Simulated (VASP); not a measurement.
## Ti2Ge6Mo: single point with PBE

Crystal: Ti2Ge6Mo.

```
Ti Ge Mo
1.0
     0.00000    4.24238    7.14226
     2.37172    0.00000    7.14226
     2.37172    4.24238    0.00000
Ti Ge Mo
2 6 1
Direct
  0.66969 0.66969 0.33031
  0.33031 0.33031 0.66969
  0.00189 0.32648 0.67352
  0.33787 0.66212 0.33787
  0.67352 0.99811 0.00189
  0.32648 0.00189 0.99811
  0.66212 0.33787 0.66212
  0.99811 0.67352 0.32648
  0.00000 0.00000 0.00000
```

- Program: VASP 6.6.1
- Task: single point
- Functional: PBE
- Potentials or basis: VASP PAW PBE potentials, release 64 (Ti_sv, Ge_d, Mo_sv)
- Cutoff: 500 eV
- k mesh: 4 × 4 × 4
- Occupations: gaussian, width 0.1 eV
- Spin: collinear spin
- Starting moments: [1.0, 1.0, 0.0, 0.0, 0.0, 0.0, 0.0, 0.0, 1.0] μB
- Dipole correction: no
- Further INCAR settings: ALGO = Normal; EDIFF = 1e-06; NBANDS = 75

| Property | Result |
| --- | --- |
| Pressure | 0.0 GPa |
| Largest force | 0.081 eV/Å |
| Band gap on the k mesh | zero (filled and empty bands overlap) |
| Net moment | 0.00 μB per cell |
| Valence electrons inside the program's atomic spheres | Ti 10.24; Ge 12.37, 12.36 (each value once); Mo 12.37 |

Forces on the atoms (eV/Å):
```
Ti   0.000  0.000 -0.009
Ti   0.000  0.000  0.009
Ge   0.000 -0.010  0.080
Ge   0.000  0.032  0.000
Ge   0.000 -0.010 -0.080
Ge   0.000  0.010  0.080
Ge   0.000 -0.032  0.000
Ge   0.000  0.010 -0.080
Mo   0.000  0.000  0.000
```

Stress tensor (GPa, compression positive):
```
 0.32  0.00  0.00
 0.00 -0.21  0.00
 0.00  0.00 -0.04
```

Levels at points of the mesh, in eV from the Fermi level:
Spin up:
| k point | band 58 | band 59 | band 60 | band 61 | band 62 | band 63 | band 64 | band 65 |
| --- | --- | --- | --- | --- | --- | --- | --- | --- |
| (0.00, 0.00, 0.00) | -0.94 | -0.89 | -0.82 | -0.69 | -0.38 | 1.62 | 2.86 | 3.04 |
| (0.50, 0.00, 0.00) | -1.03 | -0.40 | -0.22 | -0.05 | 0.24 | 1.08 | 1.84 | 2.06 |
| (0.50, 0.50, 0.00) | -0.74 | -0.64 | -0.64 | -0.56 | -0.39 | 0.17 | 1.88 | 2.11 |
| (0.50, 0.00, 0.50) | -0.40 | -0.38 | -0.20 | 0.28 | 0.33 | 0.75 | 0.90 | 1.53 |
| (0.00, 0.50, 0.50) | -0.09 | 0.01 | 0.12 | 0.61 | 0.73 | 0.80 | 0.98 | 1.19 |
Spin down:
```csv
k point,band 58,band 59,band 60,band 61,band 62,band 63,band 64,band 65
"(0.00, 0.00, 0.00)",-0.94,-0.89,-0.82,-0.69,-0.38,1.62,2.86,3.04
"(0.50, 0.00, 0.00)",-1.03,-0.40,-0.22,-0.05,0.24,1.08,1.84,2.06
"(0.50, 0.50, 0.00)",-0.74,-0.64,-0.64,-0.56,-0.39,0.17,1.88,2.11
"(0.50, 0.00, 0.50)",-0.40,-0.38,-0.20,0.28,0.33,0.75,0.90,1.53
"(0.00, 0.50, 0.50)",-0.09,0.01,0.12,0.61,0.73,0.80,0.98,1.19
```

It took 18 min on 1 thread of Oxide Virtual Turin-like Processor (shared host), peak memory 0.57 GiB.

Caveat: the k points lie up to 0.40 Å⁻¹ apart, too coarse for converged energies and pressures of a metal.
